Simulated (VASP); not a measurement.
# NaLu (Pm-3m) in VASP: further runs, part 2 of 2

VASP 6.6.1.

## (6) Relaxation of cell and atoms, PBE

This run uses another cell than the first one, of 30.25 Å³/atom.

Contents of INCAR:

```
SYSTEM = NaLu
PREC = Accurate
ENCUT = 600
EDIFF = 1E-6
ISMEAR = 0
SIGMA = 0.1
LREAL = .FALSE.
LASPH = .TRUE.
NELM = 80
ALGO = Fast
ISIF = 3
LWAVE = .FALSE.
LCHARG = .FALSE.
GGA = PE
IBRION = 2
NSW = 100
EDIFFG = -0.01
```

Contents of KPOINTS:

```
regular mesh
0
G
  14 14 14
  0 0 0
```

Contents of POSCAR:

```
NaLu
1.0
    3.9258643133      0.0000000000      0.0000000000
    0.0000000000      3.9258643133      0.0000000000
    0.0000000000      0.0000000000      3.9258643133
Na Lu
1 1
Direct
    0.0000000000      0.0000000000      0.0000000000
    0.5000000000      0.5000000000      0.5000000000
```

Potentials or basis: VASP PAW PBE potentials, release 64 (Na_pv, Lu).

Run with:

```bash
$ cat potpaw_PBE.64/Na_pv/POTCAR potpaw_PBE.64/Lu/POTCAR > POTCAR
$ mpirun -np 1 vasp_std > vasp.out
```

OUTCAR:

```text
SYSTEM = NaLu
   PREC = Accurate
   ENCUT = 600
   EDIFF = 1E-6
   ISMEAR = 0
   LREAL = .FALSE.
   LASPH = .TRUE.
   NELM = 80
   ISIF = 3
   GGA = PE
   IBRION = 2
   NSW = 100
   EDIFFG = -0.01

 ion  position               nearest neighbor table
   1  0.000  0.000  0.000-
   2  0.500  0.500  0.500-

  LATTYP: Found a simple cubic cell.
 ALAT       =     3.9258643133

  Lattice vectors:

 A1 = (   3.9258643133,   0.0000000000,   0.0000000000)
 A2 = (   0.0000000000,   3.9258643133,   0.0000000000)
 A3 = (   0.0000000000,   0.0000000000,   3.9258643133)

Analysis of symmetry for initial positions (statically):
=====================================================================
 Subroutine PRICEL returns:
 Original cell was already a primitive cell.

 Routine SETGRP: Setting up the symmetry group for a
 simple cubic supercell.

 Subroutine GETGRP returns: Found 48 space group operations
 (whereof 48 operations were pure point group operations)
 out of a pool of 48 trial point group operations.

The static configuration has the point symmetry O_h .

Analysis of symmetry for dynamics (positions and initial velocities):
=====================================================================
 Subroutine PRICEL returns:
 Original cell was already a primitive cell.

 Routine SETGRP: Setting up the symmetry group for a
 simple cubic supercell.

 Subroutine GETGRP returns: Found 48 space group operations
 (whereof 48 operations were pure point group operations)
 out of a pool of 48 trial point group operations.

The dynamic configuration has the point symmetry O_h .

 Subroutine INISYM returns: Found 48 space group operations
 (whereof 48 operations are pure point group operations),
 and found     1 'primitive' translations

----------------------------------------------------------------------------------------

                                     Primitive cell

  volume of cell :      60.5070

  direct lattice vectors                    reciprocal lattice vectors
     3.925864313  0.000000000  0.000000000     0.254720979  0.000000000  0.000000000
     0.000000000  3.925864313  0.000000000     0.000000000  0.254720979  0.000000000
     0.000000000  0.000000000  3.925864313     0.000000000  0.000000000  0.254720979

  length of vectors
     3.925864313  3.925864313  3.925864313     0.254720979  0.254720979  0.254720979

  position of ions in fractional coordinates (direct lattice)
     0.000000000  0.000000000  0.000000000
     0.500000000  0.500000000  0.500000000

  ion indices of the primitive-cell ions
   primitive index   ion index
[... 97 lines left out ...]
  Thomas-Fermi vector in A             =   2.453477
   LORBIT       =      0    0 simple, 1 ext, 2 COOP (PROOUT), +10 PAW based schemes
   GGA     = PE    functional components
   LHFCALC =     F    Hartree Fock is set to
   AEXX    =    0.0000 exact exchange contribution
   IVDW    =     0    specifies the selected vdW correction
   LEPSILON=     F    determine dielectric tensor
   LRPA    =     F    only Hartree local field effects (RPA)
 conjugate gradient relaxation of ions
 non-spin polarized calculation
 RMM-DIIS sequential band-by-band and
 Gauss-broadening in eV      SIGMA  =   0.10
  energy-cutoff  :      600.00
  volume of cell :       60.51
 maximum number of plane-waves:      2040
 NGX is ok and might be reduce to    32
   NGX = 15   NGY = 15   NGZ = 15

--------------------------------------- Ionic step        1  -------------------------------------------

 number of electron      32.0000003 magnetization

 Free energy of the ion-electron system (eV)
  ---------------------------------------------------
  ext. energy  EPLUGINS =         0.00000000
  ---------------------------------------------------
  free energy    TOTEN  =        -4.82543360 eV

  energy without entropy =       -4.81312710  energy(sigma->0) =       -4.81928035

------------------------ aborting loop because EDIFF is reached ----------------------------------------

  FORCE on cell =-STRESS in cart. coord.  units (eV):
  Direction    XX          YY          ZZ          XY          YZ          ZX
  --------------------------------------------------------------------------------------
  -------------------------------------------------------------------------------------
  Total        0.1425021      0.1425021      0.1425021      0.0000000      0.0000000      0.0000000
  in kB        3.7733403      3.7733403      3.7733403      0.0000000      0.0000000      0.0000000
  external PRESSURE =       3.7733403 kB  Pullay stress =       0.0000000 kB

 VOLUME and BASIS-vectors are now :
 -----------------------------------------------------------------------------
  energy-cutoff  :      600.00
  volume of cell :       60.51
      direct lattice vectors                 reciprocal lattice vectors
     3.925864313  0.000000000  0.000000000     0.254720979  0.000000000  0.000000000
     0.000000000  3.925864313  0.000000000     0.000000000  0.254720979  0.000000000
     0.000000000  0.000000000  3.925864313     0.000000000  0.000000000  0.254720979

 POSITION                                       TOTAL-FORCE (eV/Angst)
 -----------------------------------------------------------------------------------
      0.00000      0.00000      0.00000         0.000000      0.000000      0.000000
      1.96293      1.96293      1.96293         0.000000      0.000000      0.000000
 -----------------------------------------------------------------------------------
    total drift:                                0.000000      0.000000     -0.000000

  FREE ENERGIE OF THE ION-ELECTRON SYSTEM (eV)
  ---------------------------------------------------
  free  energy   TOTEN  =        -4.8254336047 eV

  energy  without entropy=       -4.8131271026  energy(sigma->0) =       -4.81928035

--------------------------------------- Ionic step        2  -------------------------------------------

 number of electron      31.9999993 magnetization

 Free energy of the ion-electron system (eV)
  ---------------------------------------------------
  ext. energy  EPLUGINS =         0.00000000
  ---------------------------------------------------
  free energy    TOTEN  =        -4.82627769 eV

  energy without entropy =       -4.81390138  energy(sigma->0) =       -4.82008953

 E-fermi :   1.5498     XC(G=0):  -8.8797

 val. band max:        1.5475110758   @ k =   0.1429   0.0000   0.0000
 cond. band min:       1.5506137567   @ k =   0.3571   0.3571   0.2857
 fundamental gap:      0.0031026810
 Fermi energy:         1.5498436273

 k-point     1 :       0.0000    0.0000    0.0000
  band No.  band energies     occupation
      1     -55.8351      2.00000
      2     -26.4182      2.00000
      3     -26.4182      2.00000
      4     -26.4182      2.00000
      5     -22.1849      2.00000
      6     -22.1849      2.00000
[... 541 lines left out ...]
     19       3.6528      0.00000
     20       4.2899      0.00000

 [... further k-points ...]

------------------------ aborting loop because EDIFF is reached ----------------------------------------

  FORCE on cell =-STRESS in cart. coord.  units (eV):
  Direction    XX          YY          ZZ          XY          YZ          ZX
  --------------------------------------------------------------------------------------
  -------------------------------------------------------------------------------------
  Total        0.0023573      0.0023573      0.0023573      0.0000000      0.0000000     -0.0000000
  in kB        0.0617800      0.0617800      0.0617800      0.0000000      0.0000000     -0.0000000
  external PRESSURE =       0.0617800 kB  Pullay stress =       0.0000000 kB

 VOLUME and BASIS-vectors are now :
 -----------------------------------------------------------------------------
  energy-cutoff  :      600.00
  volume of cell :       61.13
      direct lattice vectors                 reciprocal lattice vectors
     3.939358842  0.000000000  0.000000000     0.253848415 -0.000000000  0.000000000
     0.000000000  3.939358842  0.000000000    -0.000000000  0.253848415 -0.000000000
    -0.000000000  0.000000000  3.939358842     0.000000000 -0.000000000  0.253848415

 POSITION                                       TOTAL-FORCE (eV/Angst)
 -----------------------------------------------------------------------------------
      0.00000      0.00000      0.00000        -0.000000     -0.000000      0.000000
      1.96968      1.96968      1.96968         0.000000      0.000000      0.000000
 -----------------------------------------------------------------------------------
    total drift:                                0.000000      0.000000     -0.000000

  FREE ENERGIE OF THE ION-ELECTRON SYSTEM (eV)
  ---------------------------------------------------
  free  energy   TOTEN  =        -4.8262776882 eV

  energy  without entropy=       -4.8139013778  energy(sigma->0) =       -4.82008953

 reached required accuracy - stopping structural energy minimisation
```

CONTCAR:

```text
NaLu
   1.00000000000000
     3.9393588420975822    0.0000000000000000    0.0000000000000000
     0.0000000000000000    3.9393588420975822    0.0000000000000000
    -0.0000000000000000    0.0000000000000000    3.9393588420975822
  Na              Lu
     1     1
Direct
     0.0000000000000000    0.0000000000000000    0.0000000000000000
     0.5000000000000000    0.5000000000000000    0.5000000000000000

  0.00000000E+00  0.00000000E+00  0.00000000E+00
  0.00000000E+00  0.00000000E+00  0.00000000E+00
```

It took 12 min on 1 thread of Intel Xeon Platinum 8259CL at 2.50GHz (Skylake/Cascade Lake), shared host; peak memory 0.34 GiB.

What came out:

```
Free energy                           : -4.8263 eV
Relaxed volume                        : 30.57 Å³/atom
Relaxed cell                          : a = 3.939 Å, b = 3.939 Å, c = 3.939 Å, α = 90.00°, β = 90.00°, γ = 90.00°
Space group after relaxing (to 0.1 Å) : Pm-3m (No. 221)
Energy gained by relaxing             : 0.4 meV/atom
Ionic steps                           : 2
Pressure after relaxing               : 0.0 GPa
Band gap on the k mesh                : zero (bands 16 and 17 overlap by 0.60 eV)
```

The path:
| step | energy change (eV) | largest force (eV/Å) | pressure (GPa) | volume (Å³) |
| --- | --- | --- | --- | --- |
| 1 | 0.0000 | 0.0000 | 0.38 | 60.51 |
| 2 | -0.0008 | 0.0000 | 0.01 | 61.13 |

Final structure:
```cif
data_structure
_symmetry_space_group_name_H-M 'P 1'
_symmetry_Int_Tables_number 1
_cell_length_a 3.9394
_cell_length_b 3.9394
_cell_length_c 3.9394
_cell_angle_alpha 90.000
_cell_angle_beta 90.000
_cell_angle_gamma 90.000
_cell_volume 61.13
loop_
_atom_site_label
_atom_site_type_symbol
_atom_site_fract_x
_atom_site_fract_y
_atom_site_fract_z
_atom_site_occupancy
Na1 Na 0.00000 0.00000 0.00000 1
Lu1 Lu 0.50000 0.50000 0.50000 1
```

Caveat: spin-orbit coupling is left out, which moves the levels of the heavy elements.

## (7) Summary

| task | cell | k mesh | cutoff (eV) | gap on the mesh (eV) | pressure (GPa) | relaxed volume (Å³/atom) |
| --- | --- | --- | --- | --- | --- | --- |
| single point | a = 3.584 Å, 2 atoms | 6 × 6 × 6 | 520 | none | 12.1 | - |
| single point | a = 3.926 Å, 2 atoms | 6 × 6 × 6 | 520 | none | 0.3 | - |
| relaxation of cell and atoms | relaxed from a = 3.584 Å, 2 atoms | 6 × 6 × 6 | 600 | none | 0.0 | 30.61 |
| single point | a = 3.942 Å, 2 atoms | 14 × 14 × 14 | 520 | none | 0.0 | - |
| relaxation of cell and atoms | relaxed from a = 3.926 Å, 2 atoms | 14 × 14 × 14 | 600 | none | 0.0 | 30.57 |

Alike in all rows: level PBE; potentials or basis VASP PAW PBE potentials, release 64 (Na_pv, Lu); no spin polarisation; smearing gaussian 0.1 eV.

Caveats: spin-orbit coupling is left out, which moves the levels of the heavy elements; the cell stands under pressure (at least some runs); the volume moved by over 15 % at a fixed basis, so the end points are rough (at least some runs).

Total energies depend on the potentials used, so only differences within one code and one set of settings carry meaning.

The gap in the log of VASP goes by the Fermi energy; the results here count the filled bands.